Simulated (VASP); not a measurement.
GdSe, 2 atoms in the cell. It takes space group Fm-3m (No. 225, cubic). Conventional cell: a = 5.771 Å, b = 5.771 Å, c = 5.771 Å, α = 90.00°, β = 90.00°, γ = 90.00°. Within 3.8 Å of Gd (site symmetry m-3m) lie 6 Se at 2.89 Å. Within 3.8 Å of Se (site symmetry m-3m) lie 6 Gd at 2.89 Å. 

- Program: VASP 6.6.1
- Task: single point
- Functional: PBEsol
- Potentials or basis: VASP PAW PBE potentials, release 64 (Gd, Se)
- Cutoff: 520 eV
- k mesh: 2 × 2 × 2
- Occupations: fermi-dirac, width 0.15 eV
- Spin: collinear spin, ferromagnetic start
- Starting moments: [7.0, 0.0] μB
- Dipole correction: no
- Further INCAR settings: ALGO = Normal; EDIFF = 1e-06; NBANDS = 23

Potentials or basis: VASP PAW PBE potentials, release 64 (Gd, Se).

Command:

```sh
$ cat potpaw_PBE.64/Gd/POTCAR potpaw_PBE.64/Se/POTCAR > POTCAR
$ mpirun -np 1 vasp_std > vasp.out
```

Hardware: 1 thread of AMD EPYC 7R13 Processor (Zen 3), with other jobs on the host.

Task: Estimate the wall time of this run.

Result: Run time: 20 s on 1 thread of AMD EPYC 7R13 Processor (Zen 3) (shared host), peak memory 0.17 GiB. Counts: scf iterations 20, k points 3.
